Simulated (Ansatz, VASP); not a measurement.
# Two plane-wave programs on NaI

```
Na I
1.0
     0.00000    3.15300    3.15300
     3.15300    0.00000    3.15300
     3.15300    3.15300    0.00000
Na I
1 1
Direct
  0.00000 0.00000 0.00000
  0.50000 0.50000 0.50000
```

Alike in both runs: task relaxation of cell and atoms; functional PBE; k mesh 6 × 6 × 6; occupations gaussian, width 0.02 eV; no spin polarisation.

|  | VASP | Ansatz |
| --- | --- | --- |
| version | VASP 6.6.1 | Ansatz 0.2.0 |
| potentials or method | VASP PAW PBE potentials, release 64 (Na_pv, I), cutoff 500 eV | scalar-relativistic, plane waves, PAW |
| valence electrons in the cell | 14 | 26 |

|  | VASP | Ansatz | Ansatz less VASP |
| --- | --- | --- | --- |
| gap on the k mesh at the Fermi level, each at its own relaxed structure (eV) | 3.58 | 3.58 | +0.001 |
| relaxed volume (Å³/atom) | 34.76 | 34.79 | +0.031 |
| relaxed cell length with the largest relative difference (Å) | 4.615 | 4.617 | +0.0014 |

VASP's potentials hold 14 valence electrons a cell and Ansatz's 26, so a difference there can come from the potentials and not from the codes.

Neither program's run includes spin-orbit coupling.
